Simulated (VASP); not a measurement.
# Ge (Fmmm) in VASP: further runs, part 2 of 2

VASP 6.6.1.

## (3) Single point, PBE

This run uses another cell than the first one, of 19.42 Å³/atom, 0.974 times its volume.

INCAR reads:

```
PREC = Accurate
ENCUT = 520
EDIFF = 1E-7
ISMEAR = 0
SIGMA = 0.1
LREAL = False
LASPH = True
NELM = 100
ALGO = Normal
ISIF = 2
LWAVE = False
LCHARG = False
GGA = PE
NBANDS = 36
```

KPOINTS reads:

```
Automatic mesh
0
Gamma
  12 12 12
```

POSCAR reads:

```
Ge
1.0
    0.0000000000      2.8857400000      5.1156650000
    2.6304970000      0.0000000000      5.1156650000
    2.6304970000      2.8857400000      0.0000000000
Ge
4
Direct
    0.7818670000      0.7818670000      0.2181330000
    0.2181330000      0.2181330000      0.7818670000
    0.2735100000      0.7264900000      0.2735100000
    0.7264900000      0.2735100000      0.7264900000
```

Potentials or basis: VASP PAW PBE potentials, release 64 (Ge_d).

Launch:

```
$ cat potpaw_PBE.64/Ge_d/POTCAR > POTCAR
$ mpirun -np 1 vasp_std > vasp.out
```

OUTCAR:

```text
PREC = Accurate
   ENCUT = 520
   EDIFF = 1E-7
   ISMEAR = 0
   LREAL = False
   LASPH = True
   NELM = 100
   ISIF = 2
   GGA = PE

 ion  position               nearest neighbor table
   1  0.782  0.782  0.218-   2 2.71   2 2.71   3 2.73   4 2.73
   2  0.218  0.218  0.782-   1 2.71   1 2.71   3 2.73   4 2.73
   3  0.274  0.726  0.274-   4 2.61   4 2.64   4 2.64   2 2.73   1 2.73
   4  0.726  0.274  0.726-   3 2.61   3 2.64   3 2.64   2 2.73   1 2.73

  LATTYP: Found a face centered orthorhombic cell.
 ALAT       =     5.2609940000
 B/A-ratio  =     1.0970322338
 C/A-ratio  =     1.9447522654

  Lattice vectors:

 A1 = (   0.0000000000,   2.8857400000,   5.1156650000)
 A2 = (   2.6304970000,   0.0000000000,   5.1156650000)
 A3 = (   2.6304970000,   2.8857400000,   0.0000000000)

Analysis of symmetry for initial positions (statically):
=====================================================================
 Subroutine PRICEL returns:
 Original cell was already a primitive cell.

 Routine SETGRP: Setting up the symmetry group for a
 face centered orthorhombic supercell.

 Subroutine GETGRP returns: Found  8 space group operations
 (whereof  8 operations were pure point group operations)
 out of a pool of  8 trial point group operations.

The static configuration has the point symmetry D_2h.

Analysis of symmetry for dynamics (positions and initial velocities):
=====================================================================
 Subroutine PRICEL returns:
 Original cell was already a primitive cell.

 Routine SETGRP: Setting up the symmetry group for a
 face centered orthorhombic supercell.

 Subroutine GETGRP returns: Found  8 space group operations
 (whereof  8 operations were pure point group operations)
 out of a pool of  8 trial point group operations.

The dynamic configuration has the point symmetry D_2h.

 Subroutine INISYM returns: Found  8 space group operations
 (whereof  8 operations are pure point group operations),
 and found     1 'primitive' translations

----------------------------------------------------------------------------------------

                                     Primitive cell

  volume of cell :      77.6653

  direct lattice vectors                    reciprocal lattice vectors
     0.000000000  2.885740000  5.115665000    -0.190078149  0.173265783  0.097739004
     2.630497000  0.000000000  5.115665000     0.190078149 -0.173265783  0.097739004
     2.630497000  2.885740000  0.000000000     0.190078149  0.173265783 -0.097739004

  length of vectors
     5.873459265  5.752351072  3.904741965     0.275142957  0.275142957  0.275142957

  position of ions in fractional coordinates (direct lattice)
     0.781867000  0.781867000  0.218133000
     0.218133000  0.218133000  0.781867000
     0.273510000  0.726490000  0.273510000
     0.726490000  0.273510000  0.726490000

  ion indices of the primitive-cell ions
   primitive index   ion index
                 1           1
                 2           2
                 3           3
                 4           4

----------------------------------------------------------------------------------------

 KPOINTS: Automatic mesh

Automatic generation of k-mesh.
 Grid dimensions read from file:
 generate k-points for:   12   12   12

 Generating k-lattice:

  Cartesian coordinates                     Fractional coordinates (reciprocal lattice)
    -0.015839846  0.014438815  0.008144917     0.083333333 -0.000000000 -0.000000000
     0.015839846 -0.014438815  0.008144917     0.000000000  0.083333333  0.000000000
     0.015839846  0.014438815 -0.008144917    -0.000000000  0.000000000  0.083333333

  Length of vectors
     0.022928580  0.022928580  0.022928580

  Shift w.r.t. Gamma in fractional coordinates (k-lattice)
     0.000000000  0.000000000  0.000000000

 Subroutine IBZKPT returns following result:
 ===========================================

 Found    280 irreducible k-points:

 Following reciprocal coordinates:
            Coordinates               Weight
  0.000000  0.000000  0.000000      1.000000
  0.083333 -0.000000  0.000000      8.000000
  0.166667  0.000000 -0.000000      8.000000
  0.250000  0.000000  0.000000      8.000000
  0.333333  0.000000  0.000000      8.000000
  0.416667  0.000000  0.000000      8.000000
[... 16 lines left out ...]
  0.500000  0.166667  0.000000      8.000000
 -0.416667  0.166667  0.000000      8.000000
 [... further k-points ...]
   k-points           NKPTS =    280   k-points in BZ     NKDIM =    280   number of bands    NBANDS=     36
   number of dos      NEDOS =    301   number of ions     NIONS =      4
   total plane-waves  NPLWV =  69120
   dimension x,y,z NGX =    48 NGY =   48 NGZ =   30
   dimension x,y,z NGXF=    96 NGYF=   96 NGZF=   60
   ions per type =               4
   NGX,Y,Z   is equivalent  to a cutoff of  13.59, 13.87, 12.77 a.u.
   NGXF,Y,Z  is equivalent  to a cutoff of  27.17, 27.74, 25.55 a.u.
 SYSTEM =  unknown system
   PREC   = accura    normal or accurate (medium, high low for compatibility)
   ISTART =      0    job   : 0-new  1-cont  2-samecut
   ICHARG =      2    charge: 1-file 2-atom 10-const
   ISPIN  =      1    spin polarized calculation?
   LNONCOLLINEAR =      F non collinear calculations
   LSORBIT =      F    spin-orbit coupling
   LASPH  =      T    aspherical Exc in radial PAW
   ENCUT  =  520.0 eV  38.22 Ry    6.18 a.u.  10.92 10.70  7.26*2*pi/ulx,y,z
   NELM   =    100;   NELMIN=  2; NELMDL= -5     # of ELM steps
   EDIFF  = 0.1E-06   stopping-criterion for ELM
   LREAL  =      F    real-space projection
   EDIFFG = 0.1E-05   stopping-criterion for IOM
   NSW    =      0    number of steps for IOM
   IBRION =     -1    ionic relax: 0-MD 1-quasi-New 2-CG
   NFREE  =      0    steps in history (QN), initial steepest desc. (CG)
   ISIF   =      2    stress and relaxation
   ISYM   =      2    0-nonsym 1-usesym 2-fastsym
   POTIM  = 0.5000    time-step for ionic-motion
   TEBEG  =    0.0;   TEEND  =   0.0 temperature during run
   PSTRESS=    0.0 pullay stress
   NELECT =      56.0000    total number of electrons
   NUPDOWN=      -1.0000    fix difference up-down
   EMIN   =  10.00;   EMAX   =-10.00  energy-range for DOS
   EFERMI =   0.00;   METHOD = LEGACY
   ISMEAR =     0;   SIGMA  =   0.10  broadening in eV -4-tet -1-fermi 0-gaus
   EFERMI_NEDOS =   21; number of points for ismear=-14 and -15
   IALGO  =     38    algorithm
   IMIX   =      4    mixing-type and parameters
     AMIX     =   0.40;   BMIX     =  1.00
     AMIX_MAG =   1.60;   BMIX_MAG =  1.00
  volume/ion in A,a.u.               =      19.42       131.03
  Fermi-wavevector in a.u.,A,eV,Ry     =   1.468008  2.774133 29.321208  2.155048
  Thomas-Fermi vector in A             =   2.583557
   LORBIT       =      0    0 simple, 1 ext, 2 COOP (PROOUT), +10 PAW based schemes
   GGA     = PE    functional components
   LHFCALC =     F    Hartree Fock is set to
   AEXX    =    0.0000 exact exchange contribution
   IVDW    =     0    specifies the selected vdW correction
   LEPSILON=     F    determine dielectric tensor
   LRPA    =     F    only Hartree local field effects (RPA)
 non-spin polarized calculation
 Gauss-broadening in eV      SIGMA  =   0.10
  energy-cutoff  :      520.00
  volume of cell :       77.67
 maximum number of plane-waves:      2116
 NGX is ok and might be reduce to    48
   NGX = 21   NGY = 21   NGZ = 15

 number of electron      55.9999999 magnetization

 Free energy of the ion-electron system (eV)
  ---------------------------------------------------
  ext. energy  EPLUGINS =         0.00000000
  ---------------------------------------------------
  free energy    TOTEN  =       -17.12338053 eV

  energy without entropy =      -17.11498894  energy(sigma->0) =      -17.11918474

 E-fermi :   6.3007     XC(G=0): -11.0798

 val. band max:        6.2987805911   @ k =  -0.3333   0.1667   0.4167
 cond. band min:       6.3022723756   @ k =  -0.4167   0.1667   0.0000
 fundamental gap:      0.0034917844
 Fermi energy:         6.3007093734

 k-point     1 :       0.0000    0.0000    0.0000
  band No.  band energies     occupation
      1     -18.4508      2.00000
      2     -18.4055      2.00000
      3     -18.3679      2.00000
      4     -18.3586      2.00000
      5     -18.3571      2.00000
      6     -18.3536      2.00000
[... 28 lines left out ...]
     35      13.5134      0.00000
     36      13.6867      0.00000
[... 866 lines left out ...]
      6     -18.3227      2.00000
[... 28 lines left out ...]
     35      11.1597      0.00000
     36      11.9622      0.00000

 [... further k-points ...]
[... 5 lines left out ...]
  --------------------------------------------------------------------------------------
  -------------------------------------------------------------------------------------
  Total        0.2017825      0.0548134     -0.2519981      0.0000000      0.0000000      0.0000000
  in kB        4.1626223      1.1307590     -5.1985331      0.0000000      0.0000000      0.0000000
  external PRESSURE =       0.0316161 kB  Pullay stress =       0.0000000 kB

 VOLUME and BASIS-vectors are now :
 -----------------------------------------------------------------------------
  energy-cutoff  :      520.00
  volume of cell :       77.67
      direct lattice vectors                 reciprocal lattice vectors
     0.000000000  2.885740000  5.115665000    -0.190078149  0.173265783  0.097739004
     2.630497000  0.000000000  5.115665000     0.190078149 -0.173265783  0.097739004
     2.630497000  2.885740000  0.000000000     0.190078149  0.173265783 -0.097739004

 POSITION                                       TOTAL-FORCE (eV/Angst)
 -----------------------------------------------------------------------------------
      2.63050      2.88574      7.99954         0.000000     -0.000000     -0.008857
      2.63050      2.88574      2.23179         0.000000     -0.000000      0.008857
      2.63050      1.57856      5.11566         0.000000      0.005794      0.000000
      2.63050      4.19292      5.11566         0.000000     -0.005794      0.000000
 -----------------------------------------------------------------------------------
    total drift:                                0.000000      0.000000      0.000000

  FREE ENERGIE OF THE ION-ELECTRON SYSTEM (eV)
  ---------------------------------------------------
  free  energy   TOTEN  =       -17.1233805302 eV

  energy  without entropy=      -17.1149889403  energy(sigma->0) =      -17.11918474
```

OSZICAR:

```text
N       E                     dE             d eps       ncg     rms          rms(c)
DAV:   1     0.472423900532E+03    0.47242E+03   -0.27575E+04 23520   0.446E+03
DAV:   2     0.628911527519E+02   -0.40953E+03   -0.39944E+03 20160   0.794E+02
DAV:   3    -0.130049881397E+02   -0.75896E+02   -0.74826E+02 21600   0.201E+02
DAV:   4    -0.170790174767E+02   -0.40740E+01   -0.40347E+01 23732   0.536E+01
DAV:   5    -0.171610871647E+02   -0.82070E-01   -0.81986E-01 22500   0.843E+00    0.286E+00
DAV:   6    -0.171320399692E+02    0.29047E-01   -0.59048E-02 30776   0.564E+00    0.163E+00
DAV:   7    -0.171239486826E+02    0.80913E-02   -0.65093E-02 25572   0.346E+00    0.218E-01
DAV:   8    -0.171233306238E+02    0.61806E-03   -0.83806E-03 22428   0.155E+00    0.965E-02
DAV:   9    -0.171233430289E+02   -0.12405E-04   -0.12395E-03 25108   0.128E+00    0.330E-02
DAV:  10    -0.171233730801E+02   -0.30051E-04   -0.33204E-04 22760   0.668E-01    0.177E-02
DAV:  11    -0.171233791039E+02   -0.60238E-05   -0.12442E-04 28480   0.231E-01    0.469E-03
DAV:  12    -0.171233801643E+02   -0.10604E-05   -0.16985E-05 24244   0.898E-02    0.156E-03
DAV:  13    -0.171233804722E+02   -0.30783E-06   -0.28297E-06 21836   0.211E-02    0.624E-04
DAV:  14    -0.171233805302E+02   -0.57997E-07   -0.13771E-07 12544   0.827E-03
   1 F= -.17123381E+02 E0= -.17119185E+02  d E =-.839159E-02
```

Run time: 7.4 min. Hardware: 1 thread of Intel Xeon 6975P-C (Granite Rapids), shared host; peak memory 0.65 GiB.

Results:

| Property | Result |
| --- | --- |
| Free energy | -17.1234 eV |
| Pressure | 0.0 GPa |
| Largest force | 0.009 eV/Å |
| Band gap on the k mesh | zero (band 28 reaches 7.75 eV, above the bottom of band 29 at 4.47 eV) |

Forces in eV/Å, atoms in the order of the input:
```
Ge   0.000  0.000 -0.009
Ge   0.000  0.000  0.009
Ge   0.000  0.006  0.000
Ge   0.000 -0.006  0.000
```
